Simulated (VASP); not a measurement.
Here is a VASP 6.6.1 calculation.

The input INCAR:

```
SYSTEM = ZnCd2N2
ALGO = Normal
EDIFF = 1E-6
ENCUT = 520
GGA = PE
ISIF = 2
ISMEAR = -1
LASPH = .TRUE.
LCHARG = .FALSE.
LREAL = .FALSE.
LWAVE = .FALSE.
NBANDS = 31
NELM = 100
PREC = Accurate
SIGMA = 0.1
```

The input KPOINTS:

```
k-points
0
G
  7 7 4
  0 0 0
```

Contents of POSCAR:

```
ZnCd2N2
1.0
    3.4006576366     -1.9714786562      0.0000000000
    3.4006576366      1.9714786562      0.0000000000
   -2.2745659112      0.0000000000      6.5310990563
Cd Zn N
2 1 2
Direct
    0.7190370000      0.7150800000      0.1739130000
    0.2920210000      0.2709630000      0.8309360000
    0.5097240000      0.4841070000      0.4927210000
    0.5846240000      0.6066930000      0.7878620000
    0.4073110000      0.3996650000      0.2197620000
```

Potentials or basis: VASP PAW PBE potentials, release 64 (Cd, Zn, N).

Run with:

```bash
$ cat potpaw_PBE.64/Cd/POTCAR potpaw_PBE.64/Zn/POTCAR potpaw_PBE.64/N/POTCAR > POTCAR
$ mpirun -np 1 vasp_std > vasp.out
```

(1) Predict the pressure.

(2) Estimate the band gap on the k mesh.

Results:

(1) 0.5 GPa.

(2) zero (bands 23 and 24 overlap by 0.29 eV).

Caveat: semilocal functionals underestimate gaps, and a narrow one can read as zero; forces of over 1 eV/Å act on the atoms, so gaps and moduli don't describe the material at rest.
